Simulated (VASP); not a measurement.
# Ru in VASP: further runs

The runs below take Ru through relaxation of cell and atoms, single point, with PBE.

All numbers are computed with VASP 6.6.1; they aren't measurements. Logs are shortened: lines on timing, memory, paths and dates and some standing lists are left out, and cuts for length are marked.

## Step 1: The cell of the first run

It takes space group P6_3mc (No. 186, hexagonal). Conventional cell: a = 2.917 Å, b = 2.917 Å, c = 8.018 Å, α = 90.00°, β = 90.00°, γ = 120.00°. Within 2.2 Å of Ru (site symmetry 3m) lie 3 Ru at 1.68 Å. Within 2.2 Å of Ru (site symmetry 3m) lie 3 Ru at 1.68 Å.

## Step 2: Relaxation of cell and atoms, PBE

Input file INCAR:

```
PREC = Accurate
ENCUT = 600
EDIFF = 1E-7
ISMEAR = 0
SIGMA = 0.1
LREAL = False
LASPH = True
NELM = 60
ALGO = Normal
ISIF = 3
LWAVE = False
LCHARG = False
GGA = PE
IBRION = 2
NSW = 90
EDIFFG = -0.04
```

Input file KPOINTS:

```
Automatic mesh
0
Gamma
  6 6 2
```

Input file POSCAR:

```
Ru
1.0
    2.9165352059      0.0000000000      0.0000000000
   -1.4582676030      2.5257935793      0.0000000000
    0.0000000000      0.0000000000      8.0175237190
Ru
4
Direct
    0.0000000000      0.0000000000      0.0000000000
    0.0000000000      0.0000000000      0.5000000000
    0.3333333333      0.6666666667      0.0050000000
    0.6666666667      0.3333333333      0.5050000000
```

Potentials or basis: VASP PAW PBE potentials, release 64 (Ru_pv).

The run is started by

```bash
$ cat potpaw_PBE.64/Ru_pv/POTCAR > POTCAR
$ mpirun -np 1 vasp_std > vasp.out
```

OUTCAR:

```text
PREC = Accurate
   ENCUT = 600
   EDIFF = 1E-7
   ISMEAR = 0
   LREAL = False
   LASPH = True
   NELM = 60
   ISIF = 3
   GGA = PE
   IBRION = 2
   NSW = 90
   EDIFFG = -0.04

 ion  position               nearest neighbor table
   1  0.000  0.000  0.000-   3 1.68   3 1.68   3 1.68
   2  0.000  0.000  0.500-   4 1.68   4 1.68   4 1.68
   3  0.333  0.667  0.005-   1 1.68   1 1.68   1 1.68
   4  0.667  0.333  0.505-   2 1.68   2 1.68   2 1.68

  LATTYP: Found a hexagonal cell.
 ALAT       =     2.9165352059
 C/A-ratio  =     2.7489891782

  Lattice vectors:

 A1 = (   2.9165352059,   0.0000000000,   0.0000000000)
 A2 = (  -1.4582676030,   2.5257935793,   0.0000000000)
 A3 = (   0.0000000000,   0.0000000000,   8.0175237190)

Analysis of symmetry for initial positions (statically):
=====================================================================
 Subroutine PRICEL returns:
 Original cell was already a primitive cell.

 Routine SETGRP: Setting up the symmetry group for a
 hexagonal supercell.

 Subroutine GETGRP returns: Found 12 space group operations
 (whereof  6 operations were pure point group operations)
 out of a pool of 24 trial point group operations.

The static configuration has the point symmetry C_3v.
 The point group associated with its full space group is C_6v.

Analysis of symmetry for dynamics (positions and initial velocities):
=====================================================================
 Subroutine PRICEL returns:
 Original cell was already a primitive cell.

 Routine SETGRP: Setting up the symmetry group for a
 hexagonal supercell.

 Subroutine GETGRP returns: Found 12 space group operations
 (whereof  6 operations were pure point group operations)
 out of a pool of 24 trial point group operations.

The dynamic configuration has the point symmetry C_3v.
 The point group associated with its full space group is C_6v.

 Subroutine INISYM returns: Found 12 space group operations
 (whereof  6 operations are pure point group operations),
 and found     1 'primitive' translations

----------------------------------------------------------------------------------------

                                     Primitive cell

  volume of cell :      59.0616

  direct lattice vectors                    reciprocal lattice vectors
     2.916535206  0.000000000  0.000000000     0.342872597  0.197957586  0.000000000
    -1.458267603  2.525793579  0.000000000     0.000000000  0.395915172  0.000000000
     0.000000000  0.000000000  8.017523719     0.000000000  0.000000000  0.124726790

  length of vectors
     2.916535206  2.916535206  8.017523719     0.395915172  0.395915172  0.124726790

  position of ions in fractional coordinates (direct lattice)
     0.000000000  0.000000000  0.000000000
     0.000000000  0.000000000  0.500000000
     0.333333333  0.666666667  0.005000000
     0.666666667  0.333333333  0.505000000

  ion indices of the primitive-cell ions
   primitive index   ion index
                 1           1
                 2           2
                 3           3
                 4           4

----------------------------------------------------------------------------------------

 KPOINTS: Automatic mesh

Automatic generation of k-mesh.
 Grid dimensions read from file:
 generate k-points for:    6    6    2

 Generating k-lattice:

  Cartesian coordinates                     Fractional coordinates (reciprocal lattice)
     0.057145433  0.032992931  0.000000000     0.166666667  0.000000000  0.000000000
     0.000000000  0.065985862  0.000000000     0.000000000  0.166666667  0.000000000
     0.000000000  0.000000000  0.062363395     0.000000000  0.000000000  0.500000000

  Length of vectors
     0.065985862  0.065985862  0.062363395

  Shift w.r.t. Gamma in fractional coordinates (k-lattice)
     0.000000000  0.000000000  0.000000000

 Subroutine IBZKPT returns following result:
 ===========================================

 Found     14 irreducible k-points:

 Following reciprocal coordinates:
            Coordinates               Weight
  0.000000  0.000000  0.000000      1.000000
  0.166667  0.000000  0.000000      6.000000
  0.333333  0.000000  0.000000      6.000000
  0.500000  0.000000  0.000000      3.000000
  0.166667  0.166667  0.000000      6.000000
  0.333333  0.166667  0.000000     12.000000
  0.333333  0.333333  0.000000      2.000000
  0.000000  0.000000  0.500000      1.000000
  0.166667  0.000000  0.500000      6.000000
  0.333333  0.000000  0.500000      6.000000
  0.500000  0.000000  0.500000      3.000000
  0.166667  0.166667  0.500000      6.000000
  0.333333  0.166667  0.500000     12.000000
  0.333333  0.333333  0.500000      2.000000
   k-points           NKPTS =     14   k-points in BZ     NKDIM =     14   number of bands    NBANDS=     33
   number of dos      NEDOS =    301   number of ions     NIONS =      4
   total plane-waves  NPLWV =  36864
   dimension x,y,z NGX =    24 NGY =   24 NGZ =   64
   dimension x,y,z NGXF=    48 NGYF=   48 NGZF=  128
   ions per type =               4
   NGX,Y,Z   is equivalent  to a cutoff of  13.68, 13.68, 13.27 a.u.
   NGXF,Y,Z  is equivalent  to a cutoff of  27.36, 27.36, 26.54 a.u.
 SYSTEM =  unknown system
   PREC   = accura    normal or accurate (medium, high low for compatibility)
   ISTART =      0    job   : 0-new  1-cont  2-samecut
   ICHARG =      2    charge: 1-file 2-atom 10-const
   ISPIN  =      1    spin polarized calculation?
   LNONCOLLINEAR =      F non collinear calculations
   LSORBIT =      F    spin-orbit coupling
   LASPH  =      T    aspherical Exc in radial PAW
   ENCUT  =  600.0 eV  44.10 Ry    6.64 a.u.   5.83  5.83 16.01*2*pi/ulx,y,z
   NELM   =     60;   NELMIN=  2; NELMDL= -5     # of ELM steps
   EDIFF  = 0.1E-06   stopping-criterion for ELM
   LREAL  =      F    real-space projection
   EDIFFG = -.4E-01   stopping-criterion for IOM
   NSW    =     90    number of steps for IOM
   IBRION =      2    ionic relax: 0-MD 1-quasi-New 2-CG
   NFREE  =      1    steps in history (QN), initial steepest desc. (CG)
   ISIF   =      3    stress and relaxation
   ISYM   =      2    0-nonsym 1-usesym 2-fastsym
   POTIM  = 0.5000    time-step for ionic-motion
   TEBEG  =    0.0;   TEEND  =   0.0 temperature during run
   PSTRESS=    0.0 pullay stress
   NELECT =      56.0000    total number of electrons
   NUPDOWN=      -1.0000    fix difference up-down
   EMIN   =  10.00;   EMAX   =-10.00  energy-range for DOS
   EFERMI =   0.00;   METHOD = LEGACY
   ISMEAR =     0;   SIGMA  =   0.10  broadening in eV -4-tet -1-fermi 0-gaus
   EFERMI_NEDOS =   21; number of points for ismear=-14 and -15
   IALGO  =     38    algorithm
   IMIX   =      4    mixing-type and parameters
     AMIX     =   0.40;   BMIX     =  1.00
     AMIX_MAG =   1.60;   BMIX_MAG =  1.00
  volume/ion in A,a.u.               =      14.77        99.64
  Fermi-wavevector in a.u.,A,eV,Ry     =   1.608307  3.039260 35.193547  2.586653
  Thomas-Fermi vector in A             =   2.704198
   LORBIT       =      0    0 simple, 1 ext, 2 COOP (PROOUT), +10 PAW based schemes
   GGA     = PE    functional components
   LHFCALC =     F    Hartree Fock is set to
   AEXX    =    0.0000 exact exchange contribution
   IVDW    =     0    specifies the selected vdW correction
   LEPSILON=     F    determine dielectric tensor
   LRPA    =     F    only Hartree local field effects (RPA)
 conjugate gradient relaxation of ions
 non-spin polarized calculation
 Gauss-broadening in eV      SIGMA  =   0.10
  energy-cutoff  :      600.00
  volume of cell :       59.06
 maximum number of plane-waves:      1988
 NGX is ok and might be reduce to    24
   NGX = 11   NGY = 11   NGZ = 33

--------------------------------------- Ionic step        1  -------------------------------------------

 number of electron      55.9999995 magnetization

 Free energy of the ion-electron system (eV)
  ---------------------------------------------------
  ext. energy  EPLUGINS =         0.00000000
  ---------------------------------------------------
  free energy    TOTEN  =        28.12359199 eV

  energy without entropy =       28.13361722  energy(sigma->0) =       28.12860460

------------------------ aborting loop because EDIFF is reached ----------------------------------------

  FORCE on cell =-STRESS in cart. coord.  units (eV):
  Direction    XX          YY          ZZ          XY          YZ          ZX
  --------------------------------------------------------------------------------------
  -------------------------------------------------------------------------------------
  Total      217.4649515    217.4649515      0.4770062     -0.0000000      0.0000000      0.0000000
  in kB     5899.2190553   5899.2190552     12.9398499     -0.0000001      0.0000000      0.0000000
  external PRESSURE =    3937.1259868 kB  Pullay stress =       0.0000000 kB
[... 23 lines left out ...]
  energy  without entropy=       28.1336172166  energy(sigma->0) =       28.12860460

--------------------------------------- Ionic step        2  -------------------------------------------

 number of electron      56.0000510 magnetization

 E-fermi :  -6.2166     XC(G=0):  -3.5790

 val. band max:       -6.6733550626   @ k =   0.3333   0.3333   0.5000
 cond. band min:      -3.8501215791   @ k =   0.1667   0.0000   0.0000
 fundamental gap:      2.8232334835
 Fermi energy:        -6.2165907167

 k-point     1 :       0.0000    0.0000    0.0000
  band No.  band energies     occupation
      1     -61.5532      2.00000
      2     -60.8539      2.00000
      3     -60.0333      2.00000
      4     -59.5898      2.00000
      5     -22.2655      2.00000
      6     -22.0541      2.00000
[... 562 lines left out ...]
  FREE ENERGIE OF THE ION-ELECTRON SYSTEM (eV)
  ---------------------------------------------------
  free  energy   TOTEN  =       -26.8604136093 eV

  energy  without entropy=      -26.8370816217  energy(sigma->0) =      -26.84874762

 E-fermi :   3.8325     XC(G=0):  -9.5840

 val. band max:        3.8004400724   @ k =   0.3333   0.1667   0.0000
 cond. band min:       3.9077170313   @ k =   0.3333   0.3333   0.0000
 fundamental gap:      0.1072769590
 Fermi energy:         3.8324592598

 k-point     1 :       0.0000    0.0000    0.0000
  band No.  band energies     occupation
      1     -39.6686      2.00000
      2     -39.6686      2.00000
      3     -39.6682      2.00000
      4     -39.6682      2.00000
      5     -38.8508      2.00000
      6     -38.8471      2.00000
[... 493 lines left out ...]
     32       6.0267      0.00000
     33       6.0902      0.00000

 E-fermi :   4.3899     XC(G=0):  -9.8817

 val. band max:        4.3806447909   @ k =   0.3333   0.0000   0.0000
 cond. band min:       4.3986947131   @ k =   0.1667   0.1667   0.0000
 fundamental gap:      0.0180499222
 Fermi energy:         4.3899156349

 k-point     1 :       0.0000    0.0000    0.0000
  band No.  band energies     occupation
      1     -39.2239      2.00000
      2     -39.2239      2.00000
      3     -39.2233      2.00000
      4     -39.2233      2.00000
      5     -38.4200      2.00000
      6     -38.4125      2.00000
[... 493 lines left out ...]
     32       6.4604      0.00000
     33       6.5310      0.00000

 E-fermi :  10.0208     XC(G=0): -12.6684

 val. band max:       10.0023710653   @ k =   0.0000   0.0000   0.0000
 cond. band min:      10.0208773425   @ k =   0.5000   0.0000   0.5000
 fundamental gap:      0.0185062772
 Fermi energy:        10.0208499252

 k-point     1 :       0.0000    0.0000    0.0000
  band No.  band energies     occupation
      1     -34.3961      2.00000
      2     -33.8474      2.00000
      3     -33.8474      2.00000
      4     -33.6534      2.00000
      5     -33.6534      2.00000
      6     -32.6515      2.00000
[... 493 lines left out ...]
     32      12.0859      0.00000
     33      12.7757      0.00000

[... ionic steps 4 to 27 ...]

--------------------------------------- Ionic step       28  -------------------------------------------

 number of electron      55.9999953 magnetization

------------------------ aborting loop because EDIFF is reached ----------------------------------------

  FORCE on cell =-STRESS in cart. coord.  units (eV):
  Direction    XX          YY          ZZ          XY          YZ          ZX
  --------------------------------------------------------------------------------------
  -------------------------------------------------------------------------------------
  Total       -0.4787245     -0.4787245     -0.1961958      0.0000000      0.0000000      0.0000000
  in kB      -11.3606626    -11.3606626     -4.6559432      0.0000000      0.0000000      0.0000000
  external PRESSURE =      -9.1257562 kB  Pullay stress =       0.0000000 kB
[... 61 lines left out ...]
  energy  without entropy=      -33.2684889134  energy(sigma->0) =      -33.28605516

--------------------------------------- Ionic step       30  -------------------------------------------

 number of electron      55.9999971 magnetization

 Free energy of the ion-electron system (eV)
  ---------------------------------------------------
  ext. energy  EPLUGINS =         0.00000000
  ---------------------------------------------------
  free energy    TOTEN  =       -33.30942783 eV

  energy without entropy =      -33.27521537  energy(sigma->0) =      -33.29232160

 E-fermi :   9.5610     XC(G=0): -12.6285

 val. band max:        9.5564861527   @ k =   0.3333   0.3333   0.0000
 cond. band min:       9.5672492446   @ k =   0.3333   0.1667   0.0000
 fundamental gap:      0.0107630919
 Fermi energy:         9.5610057108

 k-point     1 :       0.0000    0.0000    0.0000
  band No.  band energies     occupation
      1     -33.7920      2.00000
      2     -33.7920      2.00000
      3     -33.7084      2.00000
      4     -33.6415      2.00000
      5     -33.6415      2.00000
      6     -33.1325      2.00000
[... 524 lines left out ...]
  FREE ENERGIE OF THE ION-ELECTRON SYSTEM (eV)
  ---------------------------------------------------
  free  energy   TOTEN  =       -33.3094278274 eV

  energy  without entropy=      -33.2752153712  energy(sigma->0) =      -33.29232160

 reached required accuracy - stopping structural energy minimisation
```

Run time: 14 min. Hardware: 1 thread of AMD EPYC 7R13 (Zen 3), shared host; peak memory 0.18 GiB.

What came out:

* Free energy: -33.3094 eV
* Relaxed volume: 16.73 Å³/atom
* Relaxed cell: a = 3.837 Å, b = 3.837 Å, c = 5.248 Å, α = 90.00°, β = 90.00°, γ = 120.00°
* Space group after relaxing (to 0.1 Å): P6_3mc (No. 186)
* Pressure after relaxing: 0.0 GPa
* Largest force after relaxing: 0.008 eV/Å
* Band gap on the k mesh: zero (bands 28 and 29 overlap by 0.49 eV)

Forces in eV/Å, atoms in the order of the input:
```
Ru   0.000  0.000  0.008
Ru   0.000  0.000  0.008
Ru   0.000  0.000 -0.008
Ru   0.000  0.000 -0.008
```

Final structure:
```
CELL_PARAMETERS angstrom
3.83710 0.00000 0.00000
-1.91855 3.32303 0.00000
0.00000 0.00000 5.24782
ATOMIC_POSITIONS crystal
Ru 0.00000 0.00000 0.91818
Ru 0.00000 0.00000 0.41818
Ru 0.33333 0.66667 0.08682
Ru 0.66667 0.33333 0.58682
```

Levels at points of the mesh, in eV from the Fermi level:
```
           k point  band 26  band 27  band 28  band 29  band 30  band 31
(0.00, 0.00, 0.00)    -0.68    -0.68     0.26     0.26     1.40     1.40
(0.50, 0.00, 0.00)    -0.96    -0.33    -0.03     0.01     1.09     1.34
(0.00, 0.00, 0.50)    -0.58     0.26     0.26     0.26     0.26     1.53
(0.50, 0.00, 0.50)    -0.92    -0.68    -0.68     0.41     0.41     1.03
```

Caveat: the k points lie up to 0.60 Å⁻¹ apart in the final cell; a cell axis changed by over 15 % at a fixed basis, so the end point is rough.

[end of part 1 of 2]
